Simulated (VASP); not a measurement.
# HPt4 in VASP: a series of runs

The runs below take HPt4 through single point, with PBE.

All numbers are computed with VASP 6.6.1; they aren't measurements. Logs are shortened: lines on timing, memory, paths and dates and some standing lists are left out, and cuts for length are marked.

## (1) The cell of the first run

The cell holds a slab with vacuum, 5 atoms: a = 2.807 Å, b = 3.970 Å, c = 21.155 Å, α = 90.00°, β = 90.00°, γ = 90.00°.

## (2) Single point, PBE, collinear spin

Input file INCAR:

```
SYSTEM = HPt4
ALGO = Normal
DIPOL = 0.5 0.5 0.326
EDIFF = 1E-6
ENCUT = 520
GGA = PE
IDIPOL = 3
ISIF = 2
ISMEAR = 0
ISPIN = 2
LASPH = .True.
LCHARG = .True.
LDIPOL = .True.
LELF = .True.
LMAXMIX = 4
LORBIT = 11
LREAL = .False.
LVACPOTAV = .True.
LVHAR = .True.
LWAVE = .False.
MAGMOM = 0 0 0 0 1
NBANDS = 32
NELM = 150
PREC = Accurate
SIGMA = 0.1
```

Input file KPOINTS:

```
k-points
0
Gamma
  9 7 1
  0 0 0
```

Input file POSCAR:

```
HPt4
1.0
    2.8071640675      0.0000000000      0.0000000000
    0.0000000000      3.9699294961      0.0000000000
    0.0000000000      0.0000000000     21.1553936849
Pt H
4 1
Direct
    0.5000000000      0.5000000000      0.1890770770
    0.0000000000      0.0000000000      0.2554233740
    0.5000000000      0.5000000000      0.3268881911
    0.0000000000      0.0000000000      0.3854994999
    0.1250000000      0.1250000000      0.4720022626
```

Potentials or basis: VASP PAW PBE potentials, release 64 (Pt, H).

On the command line:

```console
$ cat potpaw_PBE.64/Pt/POTCAR potpaw_PBE.64/H/POTCAR > POTCAR
$ mpirun -np 1 vasp_std > vasp.out
```

OUTCAR:

```text
SYSTEM = HPt4
   EDIFF = 1E-6
   ENCUT = 520
   GGA = PE
   ISIF = 2
   ISMEAR = 0
   ISPIN = 2
   LASPH = .True.
   LORBIT = 11
   LREAL = .False.
   NELM = 150
   PREC = Accurate

 ion  position               nearest neighbor table
   1  0.500  0.500  0.189-   2 2.81   2 2.81   2 2.81   2 2.81   3 2.92
   2  0.000  0.000  0.255-   4 2.75   1 2.81   1 2.81   1 2.81   1 2.81   3 2.86   3 2.86   3 2.86
                             3 2.86
   3  0.500  0.500  0.327-   4 2.73   4 2.73   4 2.73   4 2.73   2 2.86   2 2.86   2 2.86   2 2.86
                             1 2.92
   4  0.000  0.000  0.385-   5 1.93   3 2.73   3 2.73   3 2.73   3 2.73   2 2.75
   5  0.125  0.125  0.472-   4 1.93

  LATTYP: Found a simple orthorhombic cell.
 ALAT       =     2.8071640675
 B/A-ratio  =     1.4142135624
 C/A-ratio  =     7.5362156170

  Lattice vectors:

 A1 = (   2.8071640675,   0.0000000000,   0.0000000000)
 A2 = (   0.0000000000,   3.9699294961,   0.0000000000)
 A3 = (   0.0000000000,   0.0000000000,  21.1553936849)

Analysis of symmetry for initial positions (statically):
=====================================================================
 Subroutine PRICEL returns:
 Original cell was already a primitive cell.

 Routine SETGRP: Setting up the symmetry group for a
 simple orthorhombic supercell.

 Subroutine GETGRP returns: Found  1 space group operations
 (whereof  1 operations were pure point group operations)
 out of a pool of  8 trial point group operations.

The static configuration has the point symmetry C_1 .

Analysis of symmetry for dynamics (positions and initial velocities):
=====================================================================
 Subroutine PRICEL returns:
 Original cell was already a primitive cell.

 Routine SETGRP: Setting up the symmetry group for a
 simple orthorhombic supercell.

 Subroutine GETGRP returns: Found  1 space group operations
 (whereof  1 operations were pure point group operations)
 out of a pool of  8 trial point group operations.

The dynamic configuration has the point symmetry C_1 .

Analysis of structural, dynamic, and magnetic symmetry:
=====================================================================
 Subroutine PRICEL returns:
 Original cell was already a primitive cell.

 Routine SETGRP: Setting up the symmetry group for a
 simple orthorhombic supercell.

 Subroutine GETGRP returns: Found  1 space group operations
 (whereof  1 operations were pure point group operations)
 out of a pool of  8 trial point group operations.

The overall configuration has the point symmetry C_1 .

 Subroutine INISYM returns: Found  1 space group operations
 (whereof  1 operations are pure point group operations),
 and found     1 'primitive' translations

----------------------------------------------------------------------------------------

                                     Primitive cell

  volume of cell :     235.7609

  direct lattice vectors                    reciprocal lattice vectors
     2.807164068  0.000000000  0.000000000     0.356231405  0.000000000  0.000000000
     0.000000000  3.969929496  0.000000000     0.000000000  0.251893642  0.000000000
     0.000000000  0.000000000 21.155393685     0.000000000  0.000000000  0.047269269

  length of vectors
     2.807164068  3.969929496 21.155393685     0.356231405  0.251893642  0.047269269

  position of ions in fractional coordinates (direct lattice)
     0.500000000  0.500000000  0.189077077
     0.000000000  0.000000000  0.255423374
     0.500000000  0.500000000  0.326888191
     0.000000000  0.000000000  0.385499500
     0.125000000  0.125000000  0.472002263

  ion indices of the primitive-cell ions
   primitive index   ion index
                 1           1
                 2           2
                 3           3
                 4           4
                 5           5

----------------------------------------------------------------------------------------

 KPOINTS: k-points

Automatic generation of k-mesh.
 Grid dimensions read from file:
 generate k-points for:    9    7    1

 Generating k-lattice:

  Cartesian coordinates                     Fractional coordinates (reciprocal lattice)
     0.039581267  0.000000000  0.000000000     0.111111111  0.000000000  0.000000000
     0.000000000  0.035984806  0.000000000     0.000000000  0.142857143  0.000000000
     0.000000000  0.000000000  0.047269269     0.000000000  0.000000000  1.000000000

  Length of vectors
     0.039581267  0.035984806  0.047269269

  Shift w.r.t. Gamma in fractional coordinates (k-lattice)
     0.000000000  0.000000000  0.000000000

 Subroutine IBZKPT returns following result:
 ===========================================

 Found     32 irreducible k-points:

 Following reciprocal coordinates:
            Coordinates               Weight
  0.000000  0.000000  0.000000      1.000000
  0.111111  0.000000  0.000000      2.000000
  0.222222  0.000000  0.000000      2.000000
  0.333333  0.000000  0.000000      2.000000
  0.444444  0.000000  0.000000      2.000000
  0.000000  0.142857  0.000000      2.000000
[... 16 lines left out ...]
  0.444444 -0.285714  0.000000      2.000000
  0.000000  0.428571  0.000000      2.000000
 [... further k-points ...]
   k-points           NKPTS =     32   k-points in BZ     NKDIM =     32   number of bands    NBANDS=     32
   number of dos      NEDOS =    301   number of ions     NIONS =      5
   total plane-waves  NPLWV = 115200
   dimension x,y,z NGX =    24 NGY =   30 NGZ =  160
   dimension x,y,z NGXF=    48 NGYF=   60 NGZF=  320
   ions per type =               4   1
   NGX,Y,Z   is equivalent  to a cutoff of  14.21, 12.56, 12.57 a.u.
   NGXF,Y,Z  is equivalent  to a cutoff of  28.43, 25.13, 25.15 a.u.
 SYSTEM =  HPt4
   PREC   = accura    normal or accurate (medium, high low for compatibility)
   ISTART =      0    job   : 0-new  1-cont  2-samecut
   ICHARG =      2    charge: 1-file 2-atom 10-const
   ISPIN  =      2    spin polarized calculation?
   LNONCOLLINEAR =      F non collinear calculations
   LSORBIT =      F    spin-orbit coupling
   LASPH  =      T    aspherical Exc in radial PAW
   ENCUT  =  520.0 eV  38.22 Ry    6.18 a.u.   5.22  7.38 39.34*2*pi/ulx,y,z
   NELM   =    150;   NELMIN=  2; NELMDL= -5     # of ELM steps
   EDIFF  = 0.1E-05   stopping-criterion for ELM
   LREAL  =      F    real-space projection
   EDIFFG = 0.1E-04   stopping-criterion for IOM
   NSW    =      0    number of steps for IOM
   IBRION =     -1    ionic relax: 0-MD 1-quasi-New 2-CG
   NFREE  =      0    steps in history (QN), initial steepest desc. (CG)
   ISIF   =      2    stress and relaxation
   ISYM   =      2    0-nonsym 1-usesym 2-fastsym
   POTIM  = 0.5000    time-step for ionic-motion
   TEBEG  =    0.0;   TEEND  =   0.0 temperature during run
   PSTRESS=    0.0 pullay stress
   NELECT =      41.0000    total number of electrons
   NUPDOWN=      -1.0000    fix difference up-down
   EMIN   =  10.00;   EMAX   =-10.00  energy-range for DOS
   EFERMI =   0.00;   METHOD = LEGACY
   ISMEAR =     0;   SIGMA  =   0.10  broadening in eV -4-tet -1-fermi 0-gaus
   EFERMI_NEDOS =   21; number of points for ismear=-14 and -15
   IALGO  =     38    algorithm
   IMIX   =      4    mixing-type and parameters
     AMIX     =   0.40;   BMIX     =  1.00
     AMIX_MAG =   1.60;   BMIX_MAG =  1.00
  volume/ion in A,a.u.               =      47.15       318.20
  Fermi-wavevector in a.u.,A,eV,Ry     =   0.913788  1.726809 11.360986  0.835009
  Thomas-Fermi vector in A             =   2.038340
   LORBIT       =     11    0 simple, 1 ext, 2 COOP (PROOUT), +10 PAW based schemes
   GGA     = PE    functional components
   LHFCALC =     F    Hartree Fock is set to
   AEXX    =    0.0000 exact exchange contribution
   IVDW    =     0    specifies the selected vdW correction
   LEPSILON=     F    determine dielectric tensor
   LRPA    =     F    only Hartree local field effects (RPA)
 spin polarized calculation
 Gauss-broadening in eV      SIGMA  =   0.10
  energy-cutoff  :      520.00
  volume of cell :      235.76
 maximum number of plane-waves:      6383
 NGX is ok and might be reduce to    24
   NGX = 11   NGY = 15   NGZ = 79

 dipolmoment           0.000000      0.000000     -0.000068 electrons x Angstroem

 number of electron      41.0000002 magnetization       0.0004963

 dipolmoment           0.000000      0.000000      0.008605 electrons x Angstroem

 Free energy of the ion-electron system (eV)
  ---------------------------------------------------
  ext. energy  EPLUGINS =         0.00000000
  ---------------------------------------------------
  free energy    TOTEN  =       -24.89581621 eV

  energy without entropy =      -24.85843819  energy(sigma->0) =      -24.87712720

 E-fermi :  -1.2994     XC(G=0):  -4.7041

 val. band max:       -1.3207503936   @ k =   0.1111  -0.1429   0.0000
 cond. band min:      -1.2946960049   @ k =   0.4444  -0.4286   0.0000
 fundamental gap:      0.0260543887
 Fermi energy:        -1.2993585311

 spin component 1

 k-point     1 :       0.0000    0.0000    0.0000
  band No.  band energies     occupation
      1      -9.7766      1.00000
      2      -7.4678      1.00000
      3      -7.2189      1.00000
      4      -6.2369      1.00000
      5      -6.1906      1.00000
      6      -5.1741      1.00000
[... 24 lines left out ...]
     31       6.7127      0.00000
     32       7.5548      0.00000

 k-point     2 :       0.1111    0.0000    0.0000
  band No.  band energies     occupation
      1      -9.4699      1.00000
      2      -7.2345      1.00000
      3      -6.9064      1.00000
      4      -6.0516      1.00000
      5      -5.8586      1.00000
      6      -5.4524      1.00000
[... 24 lines left out ...]
     31       7.0157      0.00000
     32       7.5294      0.00000
[... 733 lines left out ...]
     31       7.8384      0.00000
     32       8.3887      0.00000

 k-point    24 :       0.0000    0.4286    0.0000
  band No.  band energies     occupation
      1      -8.1414      1.00000
      2      -7.5902      1.00000
      3      -7.1070      1.00000
      4      -6.6483      1.00000
      5      -5.8895      1.00000
      6      -5.1564      1.00000
[... 24 lines left out ...]
     31       6.5156      0.00000
     32       6.9843      0.00000

 [... further k-points ...]

 spin component 2

 k-point     1 :       0.0000    0.0000    0.0000
  band No.  band energies     occupation
      1      -9.7766      1.00000
      2      -7.4677      1.00000
      3      -7.2188      1.00000
      4      -6.2369      1.00000
      5      -6.1905      1.00000
      6      -5.1741      1.00000
[... 24 lines left out ...]
     31       6.7179      0.00000
     32       7.5657      0.00000

 k-point     2 :       0.1111    0.0000    0.0000
  band No.  band energies     occupation
      1      -9.4699      1.00000
      2      -7.2344      1.00000
      3      -6.9063      1.00000
      4      -6.0515      1.00000
      5      -5.8585      1.00000
      6      -5.4524      1.00000
[... 24 lines left out ...]
     31       7.0213      0.00000
     32       7.5421      0.00000
[... 733 lines left out ...]
     31       7.8405      0.00000
     32       8.4077      0.00000

 k-point    24 :       0.0000    0.4286    0.0000
  band No.  band energies     occupation
      1      -8.1414      1.00000
      2      -7.5902      1.00000
      3      -7.1070      1.00000
      4      -6.6483      1.00000
      5      -5.8895      1.00000
      6      -5.1563      1.00000
[... 24 lines left out ...]
     31       6.5473      0.00000
     32       7.0265      0.00000

 [... further k-points ...]
[... 5 lines left out ...]
  --------------------------------------------------------------------------------------
  -------------------------------------------------------------------------------------
  Total       -7.0929075     -5.0433399     -6.5599055     -0.2458621     -1.2245169     -0.7952113
  in kB      -48.2017913    -34.2733946    -44.5796305     -1.6708230     -8.3215393     -5.4040754
  external PRESSURE =     -42.3516054 kB  Pullay stress =       0.0000000 kB

 VOLUME and BASIS-vectors are now :
 -----------------------------------------------------------------------------
  energy-cutoff  :      520.00
  volume of cell :      235.76
      direct lattice vectors                 reciprocal lattice vectors
     2.807164068  0.000000000  0.000000000     0.356231405  0.000000000  0.000000000
     0.000000000  3.969929496  0.000000000     0.000000000  0.251893642  0.000000000
     0.000000000  0.000000000 21.155393685     0.000000000  0.000000000  0.047269269

 POSITION                                       TOTAL-FORCE (eV/Angst)
 -----------------------------------------------------------------------------------
      1.40358      1.98496      4.00000         0.002312     -0.012995      0.915715
      0.00000      0.00000      5.40358        -0.049482     -0.077754     -0.725063
      1.40358      1.98496      6.91545        -0.054614      0.085778     -0.121187
      0.00000      0.00000      8.15539         0.642479      0.762348      2.575353
      0.35090      0.49624      9.98539        -0.540695     -0.757377     -2.644818
 -----------------------------------------------------------------------------------
    total drift:                               -0.000029     -0.000012      0.000174

  FREE ENERGIE OF THE ION-ELECTRON SYSTEM (eV)
  ---------------------------------------------------
  free  energy   TOTEN  =       -24.8958162134 eV

  energy  without entropy=      -24.8584381863  energy(sigma->0) =      -24.87712720

 vacuum level on the upper side and lower side of the slab         4.370         4.232

 total charge

# of ion       s       p       d       tot
------------------------------------------
    1        0.589   0.317   8.046   8.952
    2        0.612   0.509   7.973   9.095
    3        0.625   0.528   7.975   9.128
    4        0.642   0.473   7.963   9.077
    5        0.409   0.006   0.000   0.415
--------------------------------------------------
tot          2.877   1.834  31.957  36.667

 magnetization (x)

# of ion       s       p       d       tot
------------------------------------------
    1        0.000   0.000   0.000   0.000
    2        0.000   0.000   0.000   0.000
    3        0.000  -0.000   0.000   0.000
    4        0.000   0.000   0.000   0.000
    5       -0.000   0.000   0.000  -0.000
--------------------------------------------------
tot          0.000   0.000   0.000   0.000
```

Run time: 8.8 min. Hardware: 1 thread of Intel Xeon Platinum 8488C (Sapphire Rapids), shared host; peak memory 0.62 GiB.

What came out:

```yaml
Free_energy: -24.8958 eV
Largest_force: 2.804 eV/Å
Net_moment: 0.00 μB per cell
Valence_electrons_inside_the_program's_atomic_spheres: Pt 8.95, 9.10, 9.13, 9.08; H 0.41
```

Forces in eV/Å, atoms in the order of the input:
```
Pt   0.002 -0.013  0.916
Pt  -0.049 -0.078 -0.725
Pt  -0.055  0.086 -0.121
Pt   0.642  0.762  2.575
H   -0.541 -0.757 -2.645
```

Levels at points of the mesh, in eV from the Fermi level:
Spin up:
| k point | band 19 | band 20 | band 21 | band 22 | band 23 | band 24 |
| --- | --- | --- | --- | --- | --- | --- |
| (0.00, 0.00, 0.00) | -0.58 | -0.26 | -0.20 | -0.15 | 0.39 | 2.48 |
Spin down:
| k point | band 18 | band 19 | band 20 | band 21 | band 22 | band 23 | band 24 | band 25 |
| --- | --- | --- | --- | --- | --- | --- | --- | --- |
| (0.00, 0.00, 0.00) | -0.91 | -0.58 | -0.26 | -0.20 | -0.15 | 0.39 | 2.48 | 4.01 |

Caveat: spin-orbit coupling is left out, which moves the levels of the heavy elements.

## (3) Single point, PBE, collinear spin

Input file INCAR:

```
PREC = Accurate ; ENCUT = 520
EDIFF = 1E-6 ; ISMEAR = 0
SIGMA = 0.1 ; LREAL = F
LASPH = T ; NELM = 150
ALGO = Normal ; ISIF = 2
LWAVE = F ; LCHARG = F
ISPIN = 2 ; MAGMOM = 0 0 0 0 1
LORBIT = 11 ; LMAXMIX = 4
LDIPOL = T ; IDIPOL = 3
DIPOL = 0.5 0.5 0.330 ; GGA = PE
NBANDS = 32
```

Input file KPOINTS:

```
regular mesh
0
Gamma
  9 7 1
```

Changes to POSCAR since step 2:

```diff
@@ -12,2 +12,2 @@
     0.0000000000      0.0000000000      0.3854994999
-    0.1250000000      0.1250000000      0.4720022626
+    0.1250000000      0.1250000000      0.4909099703
```

Potentials or basis: VASP PAW PBE potentials, release 64 (Pt, H).

On the command line:

```console
$ cat potpaw_PBE.64/Pt/POTCAR potpaw_PBE.64/H/POTCAR > POTCAR
$ mpirun -np 1 vasp_std > vasp.out
```

OUTCAR:

```text
PREC = Accurate
   ENCUT = 520
   EDIFF = 1E-6
   ISMEAR = 0
   LREAL = F
   LASPH = T
   NELM = 150
   ISIF = 2
   ISPIN = 2
   LORBIT = 11
   GGA = PE

 ion  position               nearest neighbor table
   1  0.500  0.500  0.189-   2 2.81   2 2.81   2 2.81   2 2.81   3 2.92
   2  0.000  0.000  0.255-   4 2.75   1 2.81   1 2.81   1 2.81   1 2.81   3 2.86   3 2.86   3 2.86
                             3 2.86
   3  0.500  0.500  0.327-   4 2.73   4 2.73   4 2.73   4 2.73   2 2.86   2 2.86   2 2.86   2 2.86
                             1 2.92
   4  0.000  0.000  0.385-   3 2.73   3 2.73   3 2.73   3 2.73   2 2.75
   5  0.125  0.125  0.491-

  LATTYP: Found a simple orthorhombic cell.
 ALAT       =     2.8071640675
 B/A-ratio  =     1.4142135624
[... 1927 lines left out ...]
      1.40358      1.98496      4.00000         0.003096     -0.015612      0.900308
      0.00000      0.00000      5.40358        -0.034539     -0.039912     -0.610729
      1.40358      1.98496      6.91545        -0.034865      0.074389     -0.078889
      0.00000      0.00000      8.15539         0.425232      0.524693      2.164510
      0.35090      0.49624     10.38539        -0.358924     -0.543558     -2.375200
 -----------------------------------------------------------------------------------
    total drift:                               -0.000039      0.000010      0.000107

  FREE ENERGIE OF THE ION-ELECTRON SYSTEM (eV)
  ---------------------------------------------------
  free  energy   TOTEN  =       -23.8500382953 eV

  energy  without entropy=      -23.8122478132  energy(sigma->0) =      -23.83114305

 vacuum level on the upper side and lower side of the slab         4.415         4.094

 total charge

# of ion       s       p       d       tot
------------------------------------------
    1        0.590   0.318   8.041   8.950
    2        0.610   0.513   7.963   9.086
    3        0.625   0.527   7.972   9.124
    4        0.614   0.422   7.967   9.003
    5        0.362   0.002   0.000   0.364
--------------------------------------------------
tot          2.801   1.782  31.943  36.527

 magnetization (x)

# of ion       s       p       d       tot
------------------------------------------
    1        0.000   0.000   0.000   0.000
    2       -0.000   0.000  -0.000  -0.000
    3       -0.000  -0.000  -0.000  -0.000
    4       -0.000  -0.000  -0.000  -0.000
    5        0.000  -0.000   0.000   0.000
--------------------------------------------------
tot          0.000   0.000  -0.000  -0.000
```

OSZICAR:

```text
N       E                     dE             d eps       ncg     rms          rms(c)
DAV:   1     0.248011003921E+03    0.24801E+03   -0.16505E+04  4096   0.104E+03
DAV:   2    -0.112334451036E+02   -0.25924E+03   -0.23633E+03  5064   0.210E+02
DAV:   3    -0.246104002033E+02   -0.13377E+02   -0.12879E+02  4888   0.477E+01
[... 32 lines left out ...]
DAV:  36    -0.238500302140E+02   -0.95186E-05   -0.34128E-07  3168   0.266E-03    0.114E-03
DAV:  37    -0.238500350753E+02   -0.48613E-05   -0.30501E-07  3160   0.275E-03    0.376E-04
DAV:  38    -0.238500368426E+02   -0.17673E-05   -0.13006E-07  3096   0.196E-03    0.316E-04
DAV:  39    -0.238500378781E+02   -0.10355E-05   -0.45017E-08  3192   0.106E-03    0.205E-04
DAV:  40    -0.238500382953E+02   -0.41724E-06   -0.15942E-08  2944   0.639E-04
   1 F= -.23850038E+02 E0= -.23831143E+02  d E =-.377905E-01  mag=     0.0000
```

It took 13 min on 1 thread of Intel Xeon Platinum 8488C (Sapphire Rapids), shared host; peak memory 0.62 GiB.

Results:

| Property | Result |
| --- | --- |
| Free energy | -23.8500 eV |
| Largest force | 2.463 eV/Å |
| Net moment | 0.00 μB per cell |
| Valence electrons inside the program's atomic spheres | Pt 8.95, 9.09, 9.12, 9.00; H 0.36 |

Forces on the atoms (eV/Å):
```
Pt   0.003 -0.016  0.900
Pt  -0.035 -0.040 -0.611
Pt  -0.035  0.074 -0.079
Pt   0.425  0.525  2.165
H   -0.359 -0.544 -2.375
```

Caveat: spin-orbit coupling is left out, which moves the levels of the heavy elements.
